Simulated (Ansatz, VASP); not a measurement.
**Sc in VASP and in Ansatz**

```
Sc
1.0
     0.00000    3.19710    3.19710
     3.19710    0.00000    3.19710
     3.19710    3.19710    0.00000
Sc
2
Direct
  0.00000 0.00000 0.00000
  0.25000 0.25000 0.25000
```

Change from the starting cell: volume scaled by 0.97, PAW files.

Alike in both runs: task electric field gradients; functional PBE; k mesh 10 × 10 × 10; occupations fermi-dirac, width 0.03 eV; no spin polarisation.

|  | VASP | Ansatz |
| --- | --- | --- |
| version | VASP 6.6.1 | Ansatz 0.2.0 |
| potentials or method | VASP PAW PBE potentials, release 64 (Sc_sv) | PAW with Ansatz's default frozen-core files, scalar-relativistic |
| plane-wave cutoff (eV) | 520 | 420 |
| valence electrons in the cell | 22 | 22 |

```csv
,VASP,Ansatz,Ansatz less VASP
pressure (GPa),0.4,0.4,-0.02
```
